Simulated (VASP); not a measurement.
# TiN (Fm-3m) in VASP: further runs, part 2 of 2

VASP 6.6.1. Earlier steps stand in the parts before.

**3. Single point, PBE**

The input, INCAR:

```
SYSTEM = TiN
  ALGO = Normal
  EDIFF = 1E-6
  ENCUT = 600
  GGA = PE
  GGA_COMPAT = .FALSE.
  ISIF = 2
  ISMEAR = 1
  LASPH = .TRUE.
  LCHARG = .FALSE.
  LREAL = Auto
  LWAVE = .FALSE.
  NBANDS = 158
  NELM = 120
  PREC = Accurate
  SIGMA = 0.1
```

The input, KPOINTS:

```
k-points
0
G
  2 2 2
  0 0 0
```

The input, POSCAR:

```
TiN
1.0
   -4.2465873411      4.2465873411      4.2465873411
    4.2465873411     -4.2465873411      4.2465873411
    4.2465873411      4.2465873411     -4.2465873411
Ti N
16 16
Direct
    0.0000000000      0.0000000000      0.0000000000
    0.0000000000      0.2500000000      0.7500000000
    0.0000000000      0.5000000000      0.5000000000
    0.0000000000      0.7500000000      0.2500000000
    0.2500000000      0.0000000000      0.7500000000
    0.2500000000      0.2500000000      0.5000000000
    0.2500000000      0.5000000000      0.2500000000
    0.2500000000      0.7500000000      0.0000000000
    0.5000000000      0.0000000000      0.5000000000
    0.5000000000      0.2500000000      0.2500000000
    0.5000000000      0.5000000000      0.0000000000
    0.5000000000      0.7500000000      0.7500000000
    0.7500000000      0.0000000000      0.2500000000
    0.7500000000      0.2500000000      0.0000000000
    0.7500000000      0.5000000000      0.7500000000
    0.7500000000      0.7500000000      0.5000000000
    0.0000000000      0.0000000000      0.5000000000
    0.0000000000      0.2500000000      0.2500000000
    0.0000000000      0.5000000000      0.0000000000
    0.0000000000      0.7500000000      0.7500000000
    0.2500000000      0.0000000000      0.2500000000
    0.2500000000      0.2500000000      0.0000000000
    0.2500000000      0.5000000000      0.7500000000
    0.2500000000      0.7500000000      0.5000000000
    0.5000000000      0.0000000000      0.0000000000
    0.5000000000      0.2500000000      0.7500000000
    0.5000000000      0.5000000000      0.5000000000
    0.5000000000      0.7500000000      0.2500000000
    0.7500000000      0.0000000000      0.7500000000
    0.7500000000      0.2500000000      0.5000000000
    0.7500000000      0.5000000000      0.2500000000
    0.7500000000      0.7500000000      0.0000000000
```

Potentials or basis: VASP PAW PBE potentials, release 64 (Ti_sv, N).

Run with:

```
> cat potpaw_PBE.64/Ti_sv/POTCAR potpaw_PBE.64/N/POTCAR > POTCAR
> mpirun -np 1 vasp_std > vasp.out
```

OUTCAR:

```text
SYSTEM = TiN
   EDIFF = 1E-6
   ENCUT = 600
   GGA = PE
   ISIF = 2
   ISMEAR = 1
   LASPH = .TRUE.
   LREAL = Auto
   NELM = 120
   PREC = Accurate

 ion  position               nearest neighbor table
   1  0.000  0.000  0.000-  18 2.12  20 2.12  21 2.12  22 2.12  29 2.12  32 2.12
   2  0.000  0.250  0.750-  17 2.12  19 2.12  22 2.12  23 2.12  29 2.12  30 2.12
   3  0.000  0.500  0.500-  18 2.12  20 2.12  23 2.12  24 2.12  30 2.12  31 2.12
   4  0.000  0.750  0.250-  17 2.12  19 2.12  21 2.12  24 2.12  31 2.12  32 2.12
   5  0.250  0.000  0.750-  17 2.12  20 2.12  22 2.12  24 2.12  25 2.12  26 2.12
   6  0.250  0.250  0.500-  17 2.12  18 2.12  21 2.12  23 2.12  26 2.12  27 2.12
[... 24 lines left out ...]
  31  0.750  0.500  0.250-   3 2.12   4 2.12  10 2.12  11 2.12  14 2.12  16 2.12
  32  0.750  0.750  0.000-   1 2.12   4 2.12  11 2.12  12 2.12  13 2.12  15 2.12

  LATTYP: Found a body centered cubic cell.
 ALAT       =     8.4931746822

  Lattice vectors:

 A1 = (  -4.2465873411,   4.2465873411,   4.2465873411)
 A2 = (   4.2465873411,  -4.2465873411,   4.2465873411)
 A3 = (   4.2465873411,   4.2465873411,  -4.2465873411)

Analysis of symmetry for initial positions (statically):
=====================================================================
 Subroutine PRICEL returns following result:

  LATTYP: Found a face centered cubic cell.
 ALAT       =     4.2465873411

  Lattice vectors:

 A1 = (   2.1232936705,  -2.1232936705,   0.0000000000)
 A2 = (   0.0000000000,  -2.1232936705,  -2.1232936705)
 A3 = (   2.1232936705,   0.0000000000,  -2.1232936705)

  16 primitive cells build up your supercell.

 Routine SETGRP: Setting up the symmetry group for a
 body centered cubic supercell.

 Subroutine GETGRP returns: Found 48 space group operations
[... 126 lines left out ...]
  volume/ion in A,a.u.               =       9.57        64.60
  Fermi-wavevector in a.u.,A,eV,Ry     =   1.573516  2.973513 33.687366  2.475952
  Thomas-Fermi vector in A             =   2.674788
   LORBIT       =      0    0 simple, 1 ext, 2 COOP (PROOUT), +10 PAW based schemes
   GGA     = PE    functional components
   LHFCALC =     F    Hartree Fock is set to
   AEXX    =    0.0000 exact exchange contribution
   IVDW    =     0    specifies the selected vdW correction
   LEPSILON=     F    determine dielectric tensor
   LRPA    =     F    only Hartree local field effects (RPA)
 non-spin polarized calculation
 Methfessel and Paxton  Order N= 1 SIGMA  =   0.10
  energy-cutoff  :      600.00
  volume of cell :      306.32
 maximum number of plane-waves:     10220
 NGX is ok and might be reduce to    60
   NGX = 29   NGY = 29   NGZ = 29

 number of electron     271.9999955 magnetization

 Free energy of the ion-electron system (eV)
  ---------------------------------------------------
  ext. energy  EPLUGINS =         0.00000000
  ---------------------------------------------------
  free energy    TOTEN  =      -313.84109376 eV

  energy without entropy =     -313.82122721  energy(sigma->0) =     -313.83447158

 E-fermi :  11.3756     XC(G=0): -13.0001

 val. band max:       11.2469809040   @ k =   0.5000   0.0000   0.0000
 cond. band min:      11.4222014522   @ k =   0.5000   0.0000   0.0000
 fundamental gap:      0.1752205482
 Fermi energy:        11.3756121280

 k-point     1 :       0.0000    0.0000    0.0000
  band No.  band energies     occupation
      1     -46.4586      2.00000
      2     -46.3637      2.00000
      3     -46.3637      2.00000
      4     -46.3637      2.00000
      5     -46.3637      2.00000
      6     -46.3637      2.00000
[... 442 lines left out ...]
    147      12.4919     -0.00000
    148      12.4919     -0.00000
 [bands above 148 left out]

------------------------ aborting loop because EDIFF is reached ----------------------------------------

  FORCE on cell =-STRESS in cart. coord.  units (eV):
  Direction    XX          YY          ZZ          XY          YZ          ZX
  --------------------------------------------------------------------------------------
  -------------------------------------------------------------------------------------
  Total        1.3942397      1.3942397      1.3942397     -0.0000000     -0.0000000     -0.0000000
  in kB        7.2923560      7.2923560      7.2923560     -0.0000000     -0.0000000     -0.0000000
  external PRESSURE =       7.2923560 kB  Pullay stress =       0.0000000 kB

 VOLUME and BASIS-vectors are now :
 -----------------------------------------------------------------------------
  energy-cutoff  :      600.00
  volume of cell :      306.32
      direct lattice vectors                 reciprocal lattice vectors
    -4.246587341  4.246587341  4.246587341     0.000000000  0.117741603  0.117741603
     4.246587341 -4.246587341  4.246587341     0.117741603  0.000000000  0.117741603
     4.246587341  4.246587341 -4.246587341     0.117741603  0.117741603  0.000000000

 POSITION                                       TOTAL-FORCE (eV/Angst)
 -----------------------------------------------------------------------------------
      0.00000      0.00000      0.00000         0.000000     -0.000000      0.000000
      4.24659      2.12329     -2.12329        -0.000000      0.000000      0.000000
      4.24659      0.00000      0.00000         0.000000     -0.000000      0.000000
      4.24659     -2.12329      2.12329         0.000000     -0.000000     -0.000000
      2.12329      4.24659     -2.12329        -0.000000      0.000000     -0.000000
      2.12329      2.12329      0.00000        -0.000000     -0.000000      0.000000
[... 24 lines left out ...]
      0.00000      2.12329      4.24659         0.000000     -0.000000     -0.000000
      0.00000      0.00000      6.36988         0.000000      0.000000      0.000000
 -----------------------------------------------------------------------------------
    total drift:                               -0.000000     -0.000000      0.000000

  FREE ENERGIE OF THE ION-ELECTRON SYSTEM (eV)
  ---------------------------------------------------
  free  energy   TOTEN  =      -313.8410937603 eV

  energy  without entropy=     -313.8212272055  energy(sigma->0) =     -313.83447158
```

OSZICAR:

```text
N       E                     dE             d eps       ncg     rms          rms(c)
DAV:   1     0.487365549983E+04    0.48737E+04   -0.13737E+05   948   0.241E+03
DAV:   2     0.693600923459E+03   -0.41801E+04   -0.40817E+04   948   0.763E+02
DAV:   3    -0.269133044134E+03   -0.96273E+03   -0.93528E+03  1252   0.288E+02
DAV:   4    -0.387371328759E+03   -0.11824E+03   -0.11555E+03  1328   0.965E+01
DAV:   5    -0.396272847271E+03   -0.89015E+01   -0.87520E+01  1512   0.251E+01    0.725E+01
DAV:   6    -0.316817727151E+03    0.79455E+02   -0.67110E+02  1254   0.887E+01    0.263E+01
DAV:   7    -0.313881681520E+03    0.29360E+01   -0.78033E+01  1266   0.279E+01    0.166E+01
DAV:   8    -0.313769846535E+03    0.11183E+00   -0.42985E+00  1178   0.767E+00    0.264E+00
DAV:   9    -0.313814284429E+03   -0.44438E-01   -0.62482E-01  1304   0.274E+00    0.219E+00
DAV:  10    -0.313842661517E+03   -0.28377E-01   -0.88908E-02  1256   0.130E+00    0.375E-01
DAV:  11    -0.313841386155E+03    0.12754E-02   -0.90179E-03  1368   0.395E-01    0.142E-01
DAV:  12    -0.313841126513E+03    0.25964E-03   -0.30268E-03  1176   0.212E-01    0.746E-02
DAV:  13    -0.313841097041E+03    0.29473E-04   -0.31131E-04  1232   0.480E-02    0.363E-02
DAV:  14    -0.313841092223E+03    0.48180E-05   -0.56576E-05  1264   0.277E-02    0.119E-02
DAV:  15    -0.313841093676E+03   -0.14536E-05   -0.35571E-06   880   0.753E-03    0.261E-03
DAV:  16    -0.313841093760E+03   -0.83812E-07   -0.12072E-06   656   0.402E-03
   1 F= -.31384109E+03 E0= -.31383447E+03  d E =-.198666E-01
```

It took 18 min on 1 thread of Intel Xeon 8259CL, shared host; peak memory 0.55 GiB.

What came out:

```
Free energy            : -313.8411 eV
Pressure               : 0.7 GPa
Band gap on the k mesh : zero (bands 136 and 137 overlap by 0.90 eV)
```

Caveat: the k points lie up to 0.52 Å⁻¹ apart, too coarse for converged energies and pressures of a metal.

The gap in the log of VASP goes by the Fermi energy; the results here count the filled bands.